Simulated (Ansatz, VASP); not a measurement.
Ba in VASP and in Ansatz

The input INCAR:

```
SYSTEM = Ba
  PREC = Accurate
  ENCUT = 520
  EDIFF = 1E-7
  ISMEAR = -1
  SIGMA = 0.05
  LREAL = .False.
  LASPH = .True.
  NELM = 80
  ALGO = Normal
  ISIF = 2
  LWAVE = .False.
  LCHARG = .False.
  GGA = PE
  NBANDS = 17
```

KPOINTS

```
Automatic mesh
0
Gamma
  8 8 1
  0 0 0
```

Contents of POSCAR:

```
Ba
1.0
    3.9100000000      0.0000000000      0.0000000000
   -1.9550000000      3.6500000000      0.0000000000
    0.0000000000      0.0000000000     20.7000000000
Ba
2
Direct
    0.0000000000      0.0000000000      0.3623188406
    0.0000000000      0.0000000000      0.6376811594
```

The input input.yaml:

```yaml
crystal:
  lattice:
    - [3.91, 0.0, 0.0]
    - [-1.955, 3.65, 0.0]
    - [0.0, 0.0, 20.7]
  atoms:
    - { symbol: Ba, position: [0.0, 0.0, 0.3623188406] }
    - { symbol: Ba, position: [0.0, 0.0, 0.6376811594] }
kpoints:
  mp_grid: { grid: [8, 8, 1] }
scf:
  occupations: { method: fermi_dirac, width: 0.05 }
hamiltonian:
  xc: pbe
  pseudopotentials: { kind: all_electron, lapw: { basis_error: 0.001 } }
output:
  forces: true
  stress: true
  eigenvalues: true
  populations: true
```

Alike in both runs: task single point; functional PBE; k mesh 8 × 8 × 1; occupations fermi-dirac, width 0.05 eV; no spin polarisation.

|  | VASP | Ansatz |
| --- | --- | --- |
| version | VASP 6.6.1 | Ansatz 0.2.0 |
| potentials or method | VASP PAW PBE potentials, release 64 (Ba_sv), cutoff 520 eV | all-electron LAPW, scalar-relativistic |

```csv
,VASP,Ansatz,Ansatz less VASP
gap on the k mesh at the Fermi level (eV),none,none,-
rms of the force components (eV/Å),0.111,0.111,-0.0006
```

Atom by atom the forces differ by 0.001 eV/Å (rms over components). A gap of «none» marks a metal or a gap that the smearing closes. Ansatz ran all-electron here, and VASP with PAW potentials.

Neither program's run includes spin-orbit coupling.
